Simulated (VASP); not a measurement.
# AlGa3N4 (P-42m) in VASP: notebook, part 2 of 2

VASP 6.6.1. The steps go on from the part before.

**4. Single point, r2SCAN (strain +0.050 along x and y, +0.000 along z)**

The input, POSCAR:

```
AlGa3N4
1.0
    4.6886116748      0.0000000000      0.0000000000
    0.0000000000      4.6886116748      0.0000000000
    0.0000000000      0.0000000000      4.4653444522
Al Ga N
1 3 4
Direct
    0.0000000000      0.0000000000      0.0000000000
    0.5000000000      0.5000000000      0.0000000000
    0.5000000000      0.0000000000      0.5000000000
    0.0000000000      0.5000000000      0.5000000000
    0.7553510553      0.7553510553      0.2446489447
    0.7553510553      0.2446489447      0.7553510553
    0.2446489447      0.7553510553      0.7553510553
    0.2446489447      0.2446489447      0.2446489447
```

The input, INCAR.step1:

```
SYSTEM = AlGa3N4
PREC     = Accurate       ! precision mode
ENCUT    = 520            ! plane-wave cutoff, eV
ISMEAR   = 0              ! smearing method
SIGMA    = 0.05           ! smearing width, eV
LREAL    = .FALSE.        ! projectors in reciprocal space
LASPH    = .TRUE.         ! aspherical terms in the spheres
NELM     = 60             ! most SCF steps
NBANDS   = 41             ! bands
GGA      = PE             ! functional
ALGO     = Normal         ! electronic algorithm
EDIFF    = 1E-4           ! SCF threshold, eV
LWAVE    = .TRUE.         ! write WAVECAR
LCHARG   = .FALSE.        ! write CHGCAR
```

The input, INCAR.step2:

```
SYSTEM = AlGa3N4
PREC     = Accurate       ! precision mode
ENCUT    = 520            ! plane-wave cutoff, eV
EDIFF    = 1E-6           ! SCF threshold, eV
ISMEAR   = 0              ! smearing method
SIGMA    = 0.05           ! smearing width, eV
LREAL    = .FALSE.        ! projectors in reciprocal space
LASPH    = .TRUE.         ! aspherical terms in the spheres
NELM     = 60             ! most SCF steps
ALGO     = Normal         ! electronic algorithm
ISIF     = 2              ! what is computed and relaxed
LWAVE    = .FALSE.        ! write WAVECAR
LCHARG   = .FALSE.        ! write CHGCAR
METAGGA  = R2SCAN         ! meta-GGA
LMIXTAU  = .TRUE.       
NBANDS   = 41             ! bands
ISTART   = 1
```

The input, KPOINTS:

```
Automatic mesh
0
G
  6 6 6
  0 0 0
```

Potentials or basis: VASP PAW PBE potentials, release 64 (Al, Ga_d, N).

Run with:

```
cat potpaw_PBE.64/Al/POTCAR potpaw_PBE.64/Ga_d/POTCAR potpaw_PBE.64/N/POTCAR > POTCAR
cp INCAR.step1 INCAR
mpirun -np 1 vasp_std > vasp.out
cp INCAR.step2 INCAR
mpirun -np 1 vasp_std > vasp.out
```

OUTCAR:

```text
SYSTEM = AlGa3N4
   PREC = Accurate
   ENCUT = 520
   EDIFF = 1E-6
   ISMEAR = 0
   LREAL = .FALSE.
   LASPH = .TRUE.
   NELM = 60
   ISIF = 2
   METAGGA = R2SCAN
   ISTART = 1

 ion  position               nearest neighbor table
   1  0.000  0.000  0.000-   5 1.96   6 1.96   7 1.96   8 1.96
   2  0.500  0.500  0.000-   5 2.01   6 2.01   7 2.01   8 2.01
   3  0.500  0.000  0.500-   5 2.01   6 2.01   7 2.01   8 2.01
   4  0.000  0.500  0.500-   5 2.01   6 2.01   7 2.01   8 2.01
   5  0.755  0.755  0.245-   1 1.96   3 2.01   4 2.01   2 2.01
   6  0.755  0.245  0.755-   1 1.96   3 2.01   4 2.01   2 2.01
   7  0.245  0.755  0.755-   1 1.96   3 2.01   4 2.01   2 2.01
   8  0.245  0.245  0.245-   1 1.96   3 2.01   4 2.01   2 2.01

  LATTYP: Found a simple tetragonal cell.
 ALAT       =     4.6886116748
 C/A-ratio  =     0.9523809524

  Lattice vectors:

 A1 = (   4.6886116748,   0.0000000000,   0.0000000000)
 A2 = (   0.0000000000,   4.6886116748,   0.0000000000)
 A3 = (   0.0000000000,   0.0000000000,   4.4653444522)

Analysis of symmetry for initial positions (statically):
[... 195 lines left out ...]
      1     -11.5413      2.00000
      2     -10.5428      2.00000
      3     -10.5428      2.00000
      4     -10.5339      2.00000
      5      -9.3254      2.00000
      6      -9.3254      2.00000
[... 1045 lines left out ...]
     40      13.8695      0.00000
     41      13.9806      0.00000

 [... further k-points ...]

------------------------ aborting loop because EDIFF is reached ----------------------------------------

  FORCE on cell =-STRESS in cart. coord.  units (eV):
  Direction    XX          YY          ZZ          XY          YZ          ZX
  --------------------------------------------------------------------------------------
  -------------------------------------------------------------------------------------
  Total      -10.7516464    -10.7516464     -7.0394380      0.0000000     -0.0000000      0.0000000
  in kB     -175.4858329   -175.4858329   -114.8960437      0.0000000     -0.0000000      0.0000000
  external PRESSURE =    -155.2892365 kB  Pullay stress =       0.0000000 kB

 VOLUME and BASIS-vectors are now :
 -----------------------------------------------------------------------------
  energy-cutoff  :      520.00
  volume of cell :       98.16
      direct lattice vectors                 reciprocal lattice vectors
     4.688611675  0.000000000  0.000000000     0.213282752  0.000000000  0.000000000
     0.000000000  4.688611675  0.000000000     0.000000000  0.213282752  0.000000000
     0.000000000  0.000000000  4.465344452     0.000000000  0.000000000  0.223946889

 POSITION                                       TOTAL-FORCE (eV/Angst)
 -----------------------------------------------------------------------------------
      0.00000      0.00000      0.00000         0.000000      0.000000      0.000000
      2.34431      2.34431      0.00000         0.000000     -0.000000      0.000000
      2.34431      0.00000      2.23267         0.000000      0.000000     -0.000000
      0.00000      2.34431      2.23267         0.000000      0.000000      0.000000
      3.54155      3.54155      1.09244         0.024107      0.024107     -0.068636
      3.54155      1.14706      3.37290         0.024107     -0.024107      0.068636
      1.14706      3.54155      3.37290        -0.024107      0.024107      0.068636
      1.14706      1.14706      1.09244        -0.024107     -0.024107     -0.068636
 -----------------------------------------------------------------------------------
    total drift:                               -0.000000     -0.000000     -0.000000

  FREE ENERGIE OF THE ION-ELECTRON SYSTEM (eV)
  ---------------------------------------------------
  free  energy   TOTEN  =       -84.3497501278 eV

  energy  without entropy=      -84.3497501278  energy(sigma->0) =      -84.34975013
```

OSZICAR.step1:

```text
N       E                     dE             d eps       ncg     rms          rms(c)
DAV:   1     0.626019515173E+03    0.62602E+03   -0.28063E+04  3716   0.248E+03
DAV:   2     0.581312626761E+02   -0.56789E+03   -0.53004E+03  3504   0.629E+02
DAV:   3    -0.510767541240E+02   -0.10921E+03   -0.10574E+03  3770   0.191E+02
DAV:   4    -0.587470342505E+02   -0.76703E+01   -0.75915E+01  4448   0.541E+01
DAV:   5    -0.589669856494E+02   -0.21995E+00   -0.21959E+00  4132   0.904E+00    0.153E+01
DAV:   6    -0.507983444519E+02    0.81686E+01   -0.26394E+01  5889   0.536E+01    0.451E+00
DAV:   7    -0.510647013382E+02   -0.26636E+00   -0.35890E+00  3794   0.114E+01    0.385E+00
DAV:   8    -0.510592211107E+02    0.54802E-02   -0.53181E-01  5230   0.677E+00    0.113E+00
DAV:   9    -0.510216917243E+02    0.37529E-01   -0.15631E-01  5140   0.498E+00    0.559E-01
DAV:  10    -0.510223491144E+02   -0.65739E-03   -0.16582E-02  3988   0.893E-01    0.258E-01
DAV:  11    -0.510225075294E+02   -0.15841E-03   -0.26251E-03  4886   0.939E-01    0.299E-02
DAV:  12    -0.510225410159E+02   -0.33487E-04   -0.32836E-04  3488   0.383E-01
   1 F= -.51022541E+02 E0= -.51022541E+02  d E =-.143723E-13
```

Run time: 7.8 min. Hardware: 1 thread of Intel Xeon 6975P-C, shared host; peak memory 0.3 GiB.

Results:

```
Free energy            : -84.3498 eV
Pressure               : -15.5 GPa
Largest force          : 0.077 eV/Å
Band gap on the k mesh : 1.98 eV, direct
```

Forces on the atoms (eV/Å):
```
Al   0.000  0.000  0.000
Ga   0.000  0.000  0.000
Ga   0.000  0.000  0.000
Ga   0.000  0.000  0.000
N    0.024  0.024 -0.069
N    0.024 -0.024  0.069
N   -0.024  0.024  0.069
N   -0.024 -0.024 -0.069
```

Caveat: the cell differs from its parent crystal (strain +0.050 along x and y, +0.000 along z); the PAW data sets were made with another functional, which shifts forces and pressure a little.

**5. The runs side by side**

| cell | gap on the mesh (eV) | pressure (GPa) | largest force (eV/Å) |
| --- | --- | --- | --- |
| a = 4.354, b = 4.354, c = 4.242 Å, 8 atoms | 3.49 | 26.3 | 0.13 |
| a = 4.465, b = 4.465, c = 4.242 Å, 8 atoms | 3.05 | 12.0 | 0.11 |
| a = 4.689, b = 4.689, c = 4.465 Å, 8 atoms | 1.98 | -15.5 | 0.08 |

Alike in all rows: task single point; level r2SCAN; potentials or basis VASP PAW PBE potentials, release 64 (Al, Ga_d, N); no spin polarisation; k mesh 6 × 6 × 6; cutoff (eV) 520; smearing gaussian 0.05 eV.

Caveats: the PAW data sets were made with another functional, which shifts forces and pressure a little.

Total energies depend on the potentials used, so only differences within one code and one set of settings carry meaning.
